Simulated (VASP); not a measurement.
**K: single point with PBE**

The system is K.

```
CELL_PARAMETERS angstrom
-2.66110 2.66110 2.66110
2.66110 -2.66110 2.66110
2.66110 2.66110 -2.66110
ATOMIC_POSITIONS crystal
K 0.00000 0.00000 0.00000
```

This cell differs from its parent crystal: functional pbe, volume scaled by 0.96.

```json
{
 "Program": "VASP 6.6.1",
 "Task": "single point",
 "Functional": "PBE",
 "Potentials or basis": "VASP PAW PBE potentials, release 64 (K_sv)",
 "Cutoff": "520 eV",
 "k mesh": "10 × 10 × 10",
 "Occupations": "fermi-dirac, width 0.05 eV",
 "Spin": "no spin polarisation"
}
```

```yaml
Pressure: -0.1 GPa
```

Levels at points of the mesh, in eV from the Fermi level:
```tsv
k point	band 1	band 2	band 3	band 4	band 5	band 6	band 7	band 8	band 9	band 10
(0.00, 0.00, 0.00)	-32.15	-15.60	-15.60	-15.60	-2.12	4.27	4.27	4.27	5.16	5.16
(0.50, 0.00, 0.00)	-32.14	-15.66	-15.62	-15.60	0.45	0.68	3.16	4.81	5.68	5.86
(0.50, 0.50, 0.50)	-32.14	-15.64	-15.64	-15.64	1.69	1.69	3.41	3.41	3.41	5.37
```

Run time: 18 s on 1 thread of AMD EPYC 9R14 (Zen 4) (shared host), peak memory 0.18 GiB.
